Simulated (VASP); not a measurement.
# BP (F-43m) in VASP: a series of runs

BP is run at these levels: r2SCAN; tasks: phonons.

All numbers are computed with VASP 6.6.1; they aren't measurements. Logs are shortened: lines on timing, memory, paths and dates and some standing lists are left out, and cuts for length are marked.

### Step 1. The cell of the first run

It takes space group F-43m (No. 216, cubic). Conventional cell: a = 4.479 Å, b = 4.479 Å, c = 4.479 Å, α = 90.00°, β = 90.00°, γ = 90.00°. Within 2.6 Å of B (site symmetry -43m) lie 4 P at 1.94 Å. Within 2.6 Å of P (site symmetry -43m) lie 4 B at 1.94 Å.

### Step 2. Phonons, r2SCAN

Contents of INCAR:

```
SYSTEM = BP
PREC     = Accurate       ! precision mode
ENCUT    = 520            ! plane-wave cutoff, eV
EDIFF    = 1E-8           ! SCF threshold, eV
ISMEAR   = 0              ! smearing method
SIGMA    = 0.01           ! smearing width, eV
LREAL    = .False.        ! projectors in reciprocal space
LASPH    = .True.         ! aspherical terms in the spheres
NELM     = 80             ! most SCF steps
ALGO     = Normal         ! electronic algorithm
ISIF     = 2              ! what is computed and relaxed
LWAVE    = .False.        ! write WAVECAR
LCHARG   = .True.         ! write CHGCAR
METAGGA  = R2SCAN         ! meta-GGA
LMIXTAU  = .True.       
IBRION   = 6              ! ionic algorithm
NFREE    = 2            
POTIM    = 0.015          ! step
NSW      = 1              ! ionic steps
```

Contents of KPOINTS:

```
Automatic mesh
0
Gamma
  8 8 8
  0 0 0
```

Contents of POSCAR:

```
BP
1.0
    2.2394870396      2.2394870396      0.0000000000
   -2.2394870396      2.2394870396      0.0000000000
    0.0000000000      2.2394870396      2.2394870396
B P
1 1
Direct
    0.0000000000      0.0000000000      0.0000000000
    0.7500000000      0.2500000000      0.5000000000
```

Potentials or basis: VASP PAW PBE potentials, release 64 (B, P).

On the command line:

```sh
> cat potpaw_PBE.64/B/POTCAR potpaw_PBE.64/P/POTCAR > POTCAR
> mpirun -np 1 vasp_std > vasp.out
```

OUTCAR:

```text
SYSTEM = BP
   PREC = Accurate
   ENCUT = 520
   EDIFF = 1E-8
   ISMEAR = 0
   LREAL = .False.
   LASPH = .True.
   NELM = 80
   ISIF = 2
   METAGGA = R2SCAN
   IBRION = 6
   NFREE = 2
   POTIM = 0.015
   NSW = 1

 ion  position               nearest neighbor table
   1  0.000  0.000  0.000-   2 1.94   2 1.94   2 1.94   2 1.94
   2  0.750  0.250  0.500-   1 1.94   1 1.94   1 1.94   1 1.94

  LATTYP: Found a face centered cubic cell.
 ALAT       =     4.4789740792

  Lattice vectors:

 A1 = (   0.0000000000,   2.2394870396,   2.2394870396)
 A2 = (   2.2394870396,   0.0000000000,   2.2394870396)
 A3 = (   2.2394870396,   2.2394870396,   0.0000000000)

Analysis of symmetry for initial positions (statically):
=====================================================================
 Subroutine PRICEL returns:
 Original cell was already a primitive cell.

 Routine SETGRP: Setting up the symmetry group for a
 face centered cubic supercell.

 Subroutine GETGRP returns: Found 24 space group operations
 (whereof 24 operations were pure point group operations)
 out of a pool of 48 trial point group operations.

The static configuration has the point symmetry T_d .

Analysis of symmetry for dynamics (positions and initial velocities):
=====================================================================
 Subroutine PRICEL returns:
 Original cell was already a primitive cell.

 Routine SETGRP: Setting up the symmetry group for a
 face centered cubic supercell.

 Subroutine GETGRP returns: Found 24 space group operations
 (whereof 24 operations were pure point group operations)
 out of a pool of 48 trial point group operations.

The dynamic configuration has the point symmetry T_d .

 Subroutine INISYM returns: Found 24 space group operations
 (whereof 24 operations are pure point group operations),
 and found     1 'primitive' translations

----------------------------------------------------------------------------------------

                                     Primitive cell

  volume of cell :      22.4634

  direct lattice vectors                    reciprocal lattice vectors
     2.239487040  2.239487040  0.000000000     0.223265414  0.223265414 -0.223265414
    -2.239487040  2.239487040  0.000000000    -0.223265414  0.223265414 -0.223265414
     0.000000000  2.239487040  2.239487040     0.000000000  0.000000000  0.446530827

  length of vectors
     3.167112944  3.167112944  3.167112944     0.386707040  0.386707040  0.446530827

  position of ions in fractional coordinates (direct lattice)
     0.000000000  0.000000000  0.000000000
     0.750000000  0.250000000  0.500000000

  ion indices of the primitive-cell ions
   primitive index   ion index
                 1           1
                 2           2

----------------------------------------------------------------------------------------

 KPOINTS: Automatic mesh

Automatic generation of k-mesh.
 Grid dimensions read from file:
 generate k-points for:    8    8    8

 Generating k-lattice:

  Cartesian coordinates                     Fractional coordinates (reciprocal lattice)
     0.027908177  0.027908177 -0.027908177     0.125000000  0.000000000  0.000000000
    -0.027908177  0.027908177 -0.027908177     0.000000000  0.125000000  0.000000000
     0.000000000  0.000000000  0.055816353     0.000000000  0.000000000  0.125000000

  Length of vectors
     0.048338380  0.048338380  0.055816353

  Shift w.r.t. Gamma in fractional coordinates (k-lattice)
[... 55 lines left out ...]
   NSW    =     61    number of steps for IOM
   IBRION =      6    ionic relax: 0-MD 1-quasi-New 2-CG
   NFREE  =      2    steps in history (QN), initial steepest desc. (CG)
   ISIF   =      2    stress and relaxation
   ISYM   =      2    0-nonsym 1-usesym 2-fastsym
   POTIM  = 0.0150    time-step for ionic-motion
   TEBEG  =    0.0;   TEEND  =   0.0 temperature during run
   PSTRESS=    0.0 pullay stress
   NELECT =       8.0000    total number of electrons
   NUPDOWN=      -1.0000    fix difference up-down
   EMIN   =  10.00;   EMAX   =-10.00  energy-range for DOS
   EFERMI =   0.00;   METHOD = LEGACY
   ISMEAR =     0;   SIGMA  =   0.01  broadening in eV -4-tet -1-fermi 0-gaus
   EFERMI_NEDOS =   21; number of points for ismear=-14 and -15
   IALGO  =     38    algorithm
   IMIX   =      4    mixing-type and parameters
     AMIX     =   0.40;   BMIX     =  1.00
     AMIX_MAG =   1.60;   BMIX_MAG =  1.00
  volume/ion in A,a.u.               =      11.23        75.80
  Fermi-wavevector in a.u.,A,eV,Ry     =   1.160414  2.192864 18.321068  1.346561
  Thomas-Fermi vector in A             =   2.296997
   LORBIT       =      0    0 simple, 1 ext, 2 COOP (PROOUT), +10 PAW based schemes
   METAGGA = R2SCAN    functional components
   LHFCALC =     F    Hartree Fock is set to
   AEXX    =    0.0000 exact exchange contribution
   IVDW    =     0    specifies the selected vdW correction
   LEPSILON=     F    determine dielectric tensor
   LRPA    =     F    only Hartree local field effects (RPA)
 finite differences with symmetry
 non-spin polarized calculation
 Gauss-broadening in eV      SIGMA  =   0.01
  energy-cutoff  :      520.00
  volume of cell :       22.46
 maximum number of plane-waves:       620
   NGX = 11   NGY = 11   NGZ = 11

--------------------------------------- Ionic step        1  -------------------------------------------

 number of electron       8.0000001 magnetization

 Free energy of the ion-electron system (eV)
  ---------------------------------------------------
  ext. energy  EPLUGINS =         0.00000000
  ---------------------------------------------------
  free energy    TOTEN  =       -17.29323457 eV

  energy without entropy =      -17.29323457  energy(sigma->0) =      -17.29323457

------------------------ aborting loop because EDIFF is reached ----------------------------------------

  FORCE on cell =-STRESS in cart. coord.  units (eV):
  Direction    XX          YY          ZZ          XY          YZ          ZX
  --------------------------------------------------------------------------------------
  -------------------------------------------------------------------------------------
  Total        0.9030681      0.9030681      0.9030681      0.0000000     -0.0000000      0.0000000
  in kB       64.4103174     64.4103174     64.4103174      0.0000000     -0.0000000      0.0000000
  external PRESSURE =      64.4103174 kB  Pullay stress =       0.0000000 kB
[... 131 lines left out ...]
--------------------------------------- Ionic step        5  -------------------------------------------

 number of electron       8.0000000 magnetization

 Free energy of the ion-electron system (eV)
  ---------------------------------------------------
  ext. energy  EPLUGINS =         0.00000000
  ---------------------------------------------------
  free energy    TOTEN  =       -17.29084053 eV

  energy without entropy =      -17.29084053  energy(sigma->0) =      -17.29084053

 E-fermi :   8.0513     XC(G=0): -11.6794

 val. band max:        7.9902498197   @ k =   0.0000   0.0000   0.0000
 cond. band min:       9.2921282094   @ k =  -0.3750   0.3750   0.0000
 fundamental gap:      1.3018783897
 Fermi energy:         8.0513255428

 k-point     1 :       0.0000    0.0000    0.0000
  band No.  band energies     occupation
      1      -8.7632      2.00000
      2       7.7375      2.00000
      3       7.8651      2.00000
      4       7.9902      2.00000
      5      11.4841      0.00000
      6      11.5651      0.00000
      7      11.6491      0.00000
      8      16.5114      0.00000
[... 243 lines left out ...]
 k-point    24 :       0.5000    0.2500    0.1250
  band No.  band energies     occupation
      1      -4.3720      2.00000
      2      -1.3376      2.00000
      3       2.9604      2.00000
      4       4.5043      2.00000
      5      12.4648      0.00000
      6      13.5602      0.00000
      7      17.0179      0.00000
      8      18.6143      0.00000

 [... further k-points ...]

------------------------ aborting loop because EDIFF is reached ----------------------------------------

  FORCE on cell =-STRESS in cart. coord.  units (eV):
  Direction    XX          YY          ZZ          XY          YZ          ZX
  --------------------------------------------------------------------------------------
  -------------------------------------------------------------------------------------
  Total        0.9031513      0.9076818      0.9076818      0.0000000     -0.1277296      0.0000000
  in kB       64.4162466     64.7393834     64.7393834      0.0000000     -9.1101693      0.0000000
  external PRESSURE =      64.6316712 kB  Pullay stress =       0.0000000 kB
[... 17 lines left out ...]
  FREE ENERGIE OF THE ION-ELECTRON SYSTEM (eV)
  ---------------------------------------------------
  free  energy   TOTEN  =       -17.2908405319 eV

  energy  without entropy=      -17.2908405319  energy(sigma->0) =      -17.29084053

 INTERNAL STRAIN TENSORS FROM DISPLACED ATOMS
 ============================================

 INTERNAL STRAIN TENSOR FOR ION    1 for displacements in x,y,z  (eV/Angst):
          X           Y           Z          XY          YZ          ZX
  --------------------------------------------------------------------------------
  x    -0.00000     0.00000     0.00000     0.00000    -8.50302    -0.00000
  y     0.00000    -0.00000     0.00000    -0.00000    -0.00000    -8.50302
  z     0.00000     0.00000    -0.00000    -8.50302    -0.00000    -0.00000

 INTERNAL STRAIN TENSOR FOR ION    2 for displacements in x,y,z  (eV/Angst):
          X           Y           Z          XY          YZ          ZX
  --------------------------------------------------------------------------------
  x     0.00000     0.00000     0.00000     0.00000     8.52369    -0.00000
  y     0.00000     0.00000     0.00000    -0.00000     0.00000     8.52369
  z     0.00000     0.00000     0.00000     8.52369    -0.00000     0.00000

 Eigenvectors and eigenvalues of the dynamical matrix
 ----------------------------------------------------

   1 f  =   25.470885 THz   160.038287 2PiTHz  849.617254 cm-1   105.339067 meV
             X         Y         Z           dx          dy          dz
      0.000000  0.000000  0.000000     0.000000   -0.860949   -0.000000
      1.119744  3.359231  1.119744    -0.000000    0.508691    0.000000
[... 21 lines left out ...]
   6 f/i=    0.001081 THz     0.006790 2PiTHz    0.036049 cm-1     0.004469 meV
             X         Y         Z           dx          dy          dz
      0.000000  0.000000  0.000000     0.462318    0.212199    0.000000
      1.119744  3.359231  1.119744     0.782464    0.359143    0.000000

 ELASTIC MODULI CONTR FROM IONIC RELAXATION (kBar)
 Direction    XX          YY          ZZ          XY          YZ          ZX
 --------------------------------------------------------------------------------
 XX          -0.0000     -0.0000      0.0000      0.0000     -0.0000      0.0000
 YY          -0.0000     -0.0000      0.0000      0.0000     -0.0000     -0.0000
 ZZ           0.0000      0.0000     -0.0000     -0.0000      0.0000     -0.0000
 XY           0.0000      0.0000     -0.0000   -242.9892      0.0000      0.0000
 YZ          -0.0000     -0.0000      0.0000      0.0000   -242.9892      0.0000
 ZX           0.0000     -0.0000     -0.0000      0.0000      0.0000   -242.9892
 --------------------------------------------------------------------------------
```

Wall time 80 s (1 thread of Intel Xeon 6975P-C (Granite Rapids), shared host); peak memory 0.16 GiB.

Results:

| Quantity | Value |
| --- | --- |
| Highest phonon frequency at Γ, LO-TO splitting left out | 850 cm⁻¹ |

Phonon frequencies in cm⁻¹ (negative: imaginary):
| q point | frequencies |
| --- | --- |
| (0.000, 0.000, 0.000) | 0 0 0 850 850 850 |

Caveat: the cell stands under pressure or tension, which shifts response properties; the PAW data sets were made with another functional, which shifts forces and pressure a little.

(Continued in part 2 of 2.)
